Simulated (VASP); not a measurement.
Set up this calculation in VASP 6.6.1, as the native input.

```
Task                   : single point
Functional             : PBE
Potentials or basis    : VASP PAW PBE potentials, release 64 (O, Sr_sv)
Cutoff                 : 600 eV
k mesh                 : 9 × 9 × 9
Occupations            : gaussian, width 0.0899 eV
Spin                   : no spin polarisation
Dipole correction      : no
Further INCAR settings : ALGO = Normal; EDIFF = 1e-06; NBANDS = 22
```

The structure of SrO3 lies in POSCAR:

```
SrO3
1.0
    3.7677440000      0.0000000000      0.0000000000
    0.0000000000      3.7677440000      0.0000000000
    0.0000000000      0.0000000000      3.7677440000
O Sr
3 1
Direct
    0.0000000000      0.5000000000      0.5000000000
    0.5000000000      0.0000000000      0.5000000000
    0.5000000000      0.5000000000      0.0000000000
    0.0000000000      0.0000000000      0.0000000000
```

The input as run:

INCAR

```
SYSTEM = SrO3
PREC = Accurate
ENCUT = 600
EDIFF = 1E-6
ISMEAR = 0
SIGMA = 0.0899
LREAL = .FALSE.
LASPH = .TRUE.
NELM = 120
ALGO = Normal
ISIF = 2
LWAVE = .FALSE.
LCHARG = .FALSE.
GGA = PE
NBANDS = 22
GGA_COMPAT = .FALSE.
```

KPOINTS

```
Automatic mesh
0
G
  9 9 9
  0 0 0
```

Potentials or basis: VASP PAW PBE potentials, release 64 (O, Sr_sv).

Run with:

```console
$ cat potpaw_PBE.64/O/POTCAR potpaw_PBE.64/Sr_sv/POTCAR > POTCAR
$ mpirun -np 1 vasp_std > vasp.out
```

Results of the run:

The pressure is -5.1 GPa. The band gap on the k mesh is zero (band 14 reaches 0.85 eV, above the bottom of band 15 at 0.12 eV).

It took 18 s on 1 thread of AMD EPYC 9R45 96-Core Processor (Zen 5), on a shared host, peak memory 0.16 GiB.
